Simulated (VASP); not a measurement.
# BaS (Fm-3m) in VASP: single point with slater exchange, pbe correlation

Aim: the single point of BaS with slater exchange, pbe correlation.

All numbers are computed with VASP 6.6.1; they aren't measurements. Logs are shortened: lines on timing, memory, paths and dates and some standing lists are left out, and cuts for length are marked.

### 1 The cell of the first run

The structure is cubic, space group Fm-3m (No. 225). Conventional cell: a = 6.399 Å, b = 6.399 Å, c = 6.399 Å, α = 90.00°, β = 90.00°, γ = 90.00°. S (site symmetry m-3m) has 6 Ba at 3.20 Å within 4.2 Å. Ba (site symmetry m-3m) has 6 S at 3.20 Å within 4.2 Å.

### 2 Single point, slater exchange, pbe correlation

Input file INCAR:

```
SYSTEM = BaS
PREC = Accurate ; ENCUT = 500
EDIFF = 1E-6 ; ISMEAR = -1
SIGMA = 0.0605 ; LREAL = .False.
LASPH = .True. ; NELM = 120
ALGO = Normal ; ISIF = 2
LWAVE = .False. ; LCHARG = .True.
GGA = LIBXC ; LIBXC1 = LDA_X
LIBXC2 = GGA_C_PBE ; LELF = .True.
LVHAR = .True. ; NBANDS = 15
GGA_COMPAT = .False.
```

Input file KPOINTS:

```
regular mesh
0
Gamma
  7 7 7
  0 0 0
```

Input file POSCAR:

```
BaS
1.0
    0.0000000000      3.1993096500      3.1993096500
    3.1993096500      0.0000000000      3.1993096500
    3.1993096500      3.1993096500      0.0000000000
S Ba
1 1
Direct
    0.5000000000      0.5000000000      0.5000000000
    0.0000000000      0.0000000000      0.0000000000
```

Potentials or basis: VASP PAW PBE potentials, release 64 (S, Ba_sv).

Launch:

```sh
> cat potpaw_PBE.64/S/POTCAR potpaw_PBE.64/Ba_sv/POTCAR > POTCAR
> mpirun -np 1 vasp_std > vasp.out
```

OUTCAR:

```text
SYSTEM = BaS
   PREC = Accurate
   ENCUT = 500
   EDIFF = 1E-6
   ISMEAR = -1
   LREAL = .False.
   LASPH = .True.
   NELM = 120
   ISIF = 2
   GGA = LIBXC

 ion  position               nearest neighbor table
   1  0.500  0.500  0.500-   2 3.20   2 3.20   2 3.20   2 3.20   2 3.20   2 3.20
   2  0.000  0.000  0.000-   1 3.20   1 3.20   1 3.20   1 3.20   1 3.20   1 3.20

  LATTYP: Found a face centered cubic cell.
 ALAT       =     6.3986193000

  Lattice vectors:

 A1 = (   0.0000000000,   3.1993096500,   3.1993096500)
 A2 = (   3.1993096500,   0.0000000000,   3.1993096500)
 A3 = (   3.1993096500,   3.1993096500,   0.0000000000)

Analysis of symmetry for initial positions (statically):
=====================================================================
 Subroutine PRICEL returns:
 Original cell was already a primitive cell.

 Routine SETGRP: Setting up the symmetry group for a
 face centered cubic supercell.

 Subroutine GETGRP returns: Found 48 space group operations
 (whereof 48 operations were pure point group operations)
 out of a pool of 48 trial point group operations.

The static configuration has the point symmetry O_h .

Analysis of symmetry for dynamics (positions and initial velocities):
=====================================================================
 Subroutine PRICEL returns:
 Original cell was already a primitive cell.

 Routine SETGRP: Setting up the symmetry group for a
 face centered cubic supercell.

 Subroutine GETGRP returns: Found 48 space group operations
 (whereof 48 operations were pure point group operations)
 out of a pool of 48 trial point group operations.

The dynamic configuration has the point symmetry O_h .

 Subroutine INISYM returns: Found 48 space group operations
 (whereof 48 operations are pure point group operations),
 and found     1 'primitive' translations

----------------------------------------------------------------------------------------

                                     Primitive cell

  volume of cell :      65.4936

  direct lattice vectors                    reciprocal lattice vectors
     0.000000000  3.199309650  3.199309650    -0.156283716  0.156283716  0.156283716
     3.199309650  0.000000000  3.199309650     0.156283716 -0.156283716  0.156283716
     3.199309650  3.199309650  0.000000000     0.156283716  0.156283716 -0.156283716

  length of vectors
     4.524507097  4.524507097  4.524507097     0.270691336  0.270691336  0.270691336
[... 84 lines left out ...]
   POTIM  = 0.5000    time-step for ionic-motion
   TEBEG  =    0.0;   TEEND  =   0.0 temperature during run
   PSTRESS=    0.0 pullay stress
   NELECT =      16.0000    total number of electrons
   NUPDOWN=      -1.0000    fix difference up-down
   EMIN   =  10.00;   EMAX   =-10.00  energy-range for DOS
   EFERMI =   0.00;   METHOD = LEGACY
   ISMEAR =    -1;   SIGMA  =   0.06  broadening in eV -4-tet -1-fermi 0-gaus
   EFERMI_NEDOS =   21; number of points for ismear=-14 and -15
   IALGO  =     38    algorithm
   IMIX   =      4    mixing-type and parameters
     AMIX     =   0.40;   BMIX     =  1.00
     AMIX_MAG =   1.60;   BMIX_MAG =  1.00
  volume/ion in A,a.u.               =      32.75       220.99
  Fermi-wavevector in a.u.,A,eV,Ry     =   1.023407  1.933960 14.250235  1.047363
  Thomas-Fermi vector in A             =   2.157139
   LORBIT       =      0    0 simple, 1 ext, 2 COOP (PROOUT), +10 PAW based schemes
   GGA     = LIBXC    functional components
   LHFCALC =     F    Hartree Fock is set to
   AEXX    =    0.0000 exact exchange contribution
   IVDW    =     0    specifies the selected vdW correction
   LEPSILON=     F    determine dielectric tensor
   LRPA    =     F    only Hartree local field effects (RPA)
 non-spin polarized calculation
  energy-cutoff  :      500.00
  volume of cell :       65.49
 maximum number of plane-waves:      1687
 NGX is ok and might be reduce to    36
   NGX = 17   NGY = 17   NGZ = 17

 number of electron      16.0000002 magnetization

 Free energy of the ion-electron system (eV)
  ---------------------------------------------------
  ext. energy  EPLUGINS =         0.00000000
  ---------------------------------------------------
  free energy    TOTEN  =       -12.39691052 eV

  energy without entropy =      -12.39691047  energy(sigma->0) =      -12.39691050

 E-fermi :   2.0009     XC(G=0):  -9.2071

 val. band max:        1.1392126824   @ k =   0.0000   0.0000   0.0000
 cond. band min:       2.8545666906   @ k =   0.4286   0.4286   0.0000
 fundamental gap:      1.7153540082
 Fermi energy:         2.0009481489

 k-point     1 :       0.0000    0.0000    0.0000
  band No.  band energies     occupation
      1     -24.6823      2.00000
      2      -9.7586      2.00000
      3      -9.7586      2.00000
      4      -9.7586      2.00000
      5      -9.1915      2.00000
      6       1.1392      2.00000
      7       1.1392      2.00000
      8       1.1392      2.00000
      9       4.0340      0.00000
     10       4.7248      0.00000
     11       4.7248      0.00000
     12       4.7248      0.00000
     13       5.7657      0.00000
     14       5.7657      0.00000
[... 329 lines left out ...]
      2     -10.4762      2.00000
      3     -10.1612      2.00000
      4      -9.9993      2.00000
      5      -8.4351      2.00000
      6      -0.0916      2.00000
      7       0.4878      2.00000
      8       0.5436      2.00000
      9       4.6963      0.00000
     10       5.6359      0.00000
     11       7.3756      0.00000
     12       8.0060      0.00000
     13       8.2794      0.00000
     14      10.0278      0.00000
     15      10.9605      0.00000

------------------------ aborting loop because EDIFF is reached ----------------------------------------

  FORCE on cell =-STRESS in cart. coord.  units (eV):
  Direction    XX          YY          ZZ          XY          YZ          ZX
  --------------------------------------------------------------------------------------
  -------------------------------------------------------------------------------------
  Total       -2.4095734     -2.4095734     -2.4095734      0.0000000     -0.0000000      0.0000000
  in kB      -58.9456725    -58.9456725    -58.9456725      0.0000000     -0.0000000      0.0000000
  external PRESSURE =     -58.9456725 kB  Pullay stress =       0.0000000 kB

 VOLUME and BASIS-vectors are now :
 -----------------------------------------------------------------------------
  energy-cutoff  :      500.00
  volume of cell :       65.49
      direct lattice vectors                 reciprocal lattice vectors
     0.000000000  3.199309650  3.199309650    -0.156283716  0.156283716  0.156283716
     3.199309650  0.000000000  3.199309650     0.156283716 -0.156283716  0.156283716
     3.199309650  3.199309650  0.000000000     0.156283716  0.156283716 -0.156283716

 POSITION                                       TOTAL-FORCE (eV/Angst)
 -----------------------------------------------------------------------------------
      3.19931      3.19931      3.19931        -0.000000      0.000000      0.000000
      0.00000      0.00000      0.00000         0.000000     -0.000000     -0.000000
 -----------------------------------------------------------------------------------
    total drift:                                0.000000      0.000000      0.000000

  FREE ENERGIE OF THE ION-ELECTRON SYSTEM (eV)
  ---------------------------------------------------
  free  energy   TOTEN  =       -12.3969105227 eV

  energy  without entropy=      -12.3969104723  energy(sigma->0) =      -12.39691050
```

Run time: 34 s. Hardware: 1 thread of Intel Xeon 8259CL, shared host; peak memory 0.21 GiB.

What came out:

- Free energy: -12.3969 eV
- Pressure: -5.9 GPa
- Band gap on the k mesh: 1.72 eV (least direct gap 1.88 eV)

Caveat: the cell stands under tension; the PAW data sets were made with another functional, which shifts forces and pressure a little; spin-orbit coupling is left out, which moves the levels of the heavy elements; an odd mesh through Γ misses points on the zone boundary, where band edges can lie.
